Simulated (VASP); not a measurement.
Here is a VASP 6.6.1 calculation.

The input POSCAR:

```
Cd2S
1.0
    3.9626700490      0.0000000000      0.0000000000
   -1.9813350245      3.4317729293      0.0000000000
    0.0000000000      0.0000000000      5.8091920000
Cd S
2 1
Direct
    0.3333333333      0.6666666667      0.9327170000
    0.6666666667      0.3333333333      0.5787350000
    0.3333333333      0.6666666667      0.3657050000
```

Contents of INCAR.step1:

```
SYSTEM = Cd2S
PREC = Accurate
ENCUT = 520
ISMEAR = -1
SIGMA = 0.05
LREAL = .FALSE.
LASPH = .TRUE.
NELM = 100
NBANDS = 22
GGA = PE
ALGO = Normal
EDIFF = 1E-4
LWAVE = .TRUE.
LCHARG = .FALSE.
```

INCAR.step2

```
SYSTEM = Cd2S
PREC = Accurate
ENCUT = 520
EDIFF = 1E-7
ISMEAR = -1
SIGMA = 0.05
LREAL = .FALSE.
LASPH = .TRUE.
NELM = 100
ALGO = Normal
ISIF = 2
LWAVE = .FALSE.
LCHARG = .FALSE.
METAGGA = R2SCAN
LMIXTAU = .TRUE.
NBANDS = 22
ISTART = 1
```

KPOINTS

```
Automatic mesh
0
G
  5 5 3
  0 0 0
```

Potentials or basis: VASP PAW PBE potentials, release 64 (Cd, S).

Launch:

```console
$ cat potpaw_PBE.64/Cd/POTCAR potpaw_PBE.64/S/POTCAR > POTCAR
$ cp INCAR.step1 INCAR
$ mpirun -np 1 vasp_std > vasp.out
$ cp INCAR.step2 INCAR
$ mpirun -np 1 vasp_std > vasp.out
```

Predict the pressure.

-1.7 GPa.

What does it give for the largest force?

0.013 eV/Å.

What does it give for the band gap on the k mesh?

1.23 eV, indirect (least direct gap 1.51 eV).

Stress tensor (GPa, compression positive):
```
-1.51  0.00  0.00
 0.00 -1.51  0.00
 0.00  0.00 -1.93
```

Caveat: the PAW data sets were made with another functional, which shifts forces and pressure a little. A k mesh can miss the band edges.
